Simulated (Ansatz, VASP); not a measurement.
One calculation of C, two programs

Contents of INCAR:

```
SYSTEM = C
  ALGO = Normal
  EDIFF = 1E-6
  ENCUT = 910
  GGA = CA
  GGA_COMPAT = .FALSE.
  ISIF = 2
  ISMEAR = 0
  LASPH = .TRUE.
  LCHARG = .FALSE.
  LREAL = .FALSE.
  LWAVE = .FALSE.
  NBANDS = 11
  NELM = 120
  PREC = Accurate
  SIGMA = 0.05
```

KPOINTS

```
k-points
0
G
  12 12 12
  0 0 0
```

Contents of POSCAR:

```
C
1.0
    0.0000000000      1.8086696381      1.7234812981
    1.8086696381      0.0000000000      1.7234812981
    1.8086696381      1.8086696381      0.0000000000
C
2
Direct
    0.5000000000      0.5000000000      0.5000000000
    0.7500000000      0.7500000000      0.7500000000
```

Input for Ansatz:

```yaml
crystal:
  lattice:
    - [0.0, 1.8086696381, 1.7234812981]
    - [1.8086696381, 0.0, 1.7234812981]
    - [1.8086696381, 1.8086696381, 0.0]
  atoms:
    - { symbol: C, position: [0.5, 0.5, 0.5] }
    - { symbol: C, position: [0.75, 0.75, 0.75] }
basis:
  ecutwfc: 520.0
kpoints:
  mp_grid: { grid: [12, 12, 12] }
hamiltonian:
  xc: lda
  pseudopotentials: { kind: paw, azcp: { folder: soft_1 } }
scf:
  occupations: { method: gaussian, width: 0.05 }
output:
  forces: true
  stress: true
  eigenvalues: true
```

Alike in both runs: task single point; functional LDA; k mesh 12 × 12 × 12; occupations gaussian, width 0.05 eV; no spin polarisation.

```csv
,VASP,Ansatz
version,VASP 6.6.1,Ansatz 0.2.0
potentials or method,"VASP PAW LDA potentials, release 64 (C_h), cutoff 910 eV","scalar-relativistic, plane waves, PAW"
valence electrons in the cell,8,8
```

Ansatz gave:

```
gap on the k mesh at the Fermi level (eV) : 2.95
least direct gap on the mesh (eV)         : 4.73
```

Q: What did VASP give for the same quantities?

A: gap on the k mesh at the Fermi level (eV): 2.94; least direct gap on the mesh (eV): 4.73.

Ansatz warns that its potentials were made for another functional, while VASP's fit it. LDA's correlation is that of Perdew and Zunger in VASP and of Perdew and Wang (1992) in Ansatz.

Noted on VASP's run: the cutoff is short for stress, so the pressure is rough.
